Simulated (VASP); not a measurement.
Set up this calculation in VASP 6.6.1, as the native input.

```
Task                   : single point
Functional             : PBE
Dispersion             : D4
Potentials or basis    : VASP PAW PBE potentials, release 64 (Cd, S)
Cutoff                 : 500 eV
k mesh                 : 6 × 6 × 6
Occupations            : gaussian, width 0.01 eV
Spin                   : no spin polarisation
Dipole correction      : no
Further INCAR settings : ALGO = Normal; EDIFF = 1e-06; NBANDS = 16
```

The structure of CdS lies in POSCAR:

```
CdS
1.0
    0.0000000000      2.9392138883      2.9392138883
    2.9392138883      0.0000000000      2.9392138883
    2.9392138883      2.9392138883      0.0000000000
Cd S
1 1
Direct
    0.0000000000      0.0000000000      0.0000000000
    0.2500000000      0.2500000000      0.2500000000
```

The input as run:

INCAR

```
SYSTEM = CdS
ALGO = Normal
EDIFF = 1E-6
ENCUT = 500
GGA = PE
GGA_COMPAT = .FALSE.
ISIF = 2
ISMEAR = 0
IVDW = 13
LASPH = .TRUE.
LCHARG = .FALSE.
LREAL = .FALSE.
LWAVE = .FALSE.
NBANDS = 16
NELM = 120
PREC = Accurate
SIGMA = 0.01
```

KPOINTS

```
k-points
0
G
  6 6 6
  0 0 0
```

Potentials or basis: VASP PAW PBE potentials, release 64 (Cd, S).

Run with:

```console
$ cat potpaw_PBE.64/Cd/POTCAR potpaw_PBE.64/S/POTCAR > POTCAR
$ mpirun -np 1 vasp_std > vasp.out
```

It gave:

- Pressure: -0.4 GPa
- Band gap on the k mesh: 1.10 eV
- Dispersion energy per atom: -0.306 eV

Run time: 24 s on 1 thread of Intel Xeon 8259CL, on a shared host, peak memory 0.17 GiB.
